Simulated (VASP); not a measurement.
Wanted: the native input for a VASP 6.6.1 run.

```yaml
Task: single point
Functional: PBE
Potentials_or_basis: VASP PAW PBE potentials, release 64 (Hf_pv, Ta_pv)
Cutoff: 520 eV
k_mesh: 6 × 6 × 6
Occupations: gaussian, width 0.1 eV
Spin: no spin polarisation
Dipole_correction: no
Further_INCAR_settings: ALGO = Normal; EDIFF = 1e-06; NBANDS = 18
```

The structure of HfTa lies in POSCAR:

```
HfTa
1.0
    0.0000000000      2.8215453996      2.8215453996
    2.8215453996      0.0000000000      2.8215453996
    2.8215453996      2.8215453996      0.0000000000
Hf Ta
1 1
Direct
    0.0000000000      0.0000000000      0.0000000000
    0.5000000000      0.5000000000      0.5000000000
```

One way to write it, as run:

INCAR

```
SYSTEM = HfTa
ALGO = Normal
EDIFF = 1E-6
ENCUT = 520
GGA = PE
ISIF = 2
ISMEAR = 0
LASPH = .TRUE.
LCHARG = .FALSE.
LREAL = .FALSE.
LWAVE = .FALSE.
NBANDS = 18
NELM = 100
PREC = Accurate
SIGMA = 0.1
```

KPOINTS

```
k-points
0
G
  6 6 6
  0 0 0
```

Potentials or basis: VASP PAW PBE potentials, release 64 (Hf_pv, Ta_pv).

Run with:

```bash
$ cat potpaw_PBE.64/Hf_pv/POTCAR potpaw_PBE.64/Ta_pv/POTCAR > POTCAR
$ mpirun -np 1 vasp_std > vasp.out
```

Results of the run:

| Item | Value |
| --- | --- |
| Pressure | 0.1 GPa |

It took 6 s on 1 thread of Intel(R) Xeon(R) 6975P-C (Granite Rapids), on a shared host, peak memory 0.17 GiB.
